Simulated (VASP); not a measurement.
Runs of VASP 6.6.1 on SnO2. The structure is that of space group I4_1/amd (No. 141), or close to it. The cells are those of the table. 

```csv
cell,gap on the mesh (eV),pressure (GPa),largest force (eV/Å)
"a = 5.861 Å, angles 140.0, 140.0, 57.9°, 6 atoms",1.62,5.8,0.22
"a = 5.800 Å, angles 140.0, 140.0, 57.9°, 6 atoms",(b),(a),0.43
"a = 5.921 Å, angles 140.0, 140.0, 57.9°, 6 atoms",1.31,0.6,0.03
"a = 5.980 Å, angles 140.0, 140.0, 57.9°, 6 atoms",1.02,-3.9,(c)
"a = 6.037 Å, angles 140.0, 140.0, 57.9°, 6 atoms",0.75,-7.5,(d)
```

Alike in all rows: task single point; level PBE; potentials or basis VASP PAW PBE potentials, release 64 (Sn_d, O); no spin polarisation; k mesh 8 × 8 × 8; cutoff (eV) 520; smearing gaussian 0.01 eV.

**Question.** Estimate the missing entries.

**Answer.** (a) 12.0; (b) 1.96; (c) 0.14; (d) 0.29.

Caveats: spin-orbit coupling is left out, which moves the levels of the heavy elements.

A k mesh can miss the band edges, and the runs leave out spin-orbit coupling on Sn.
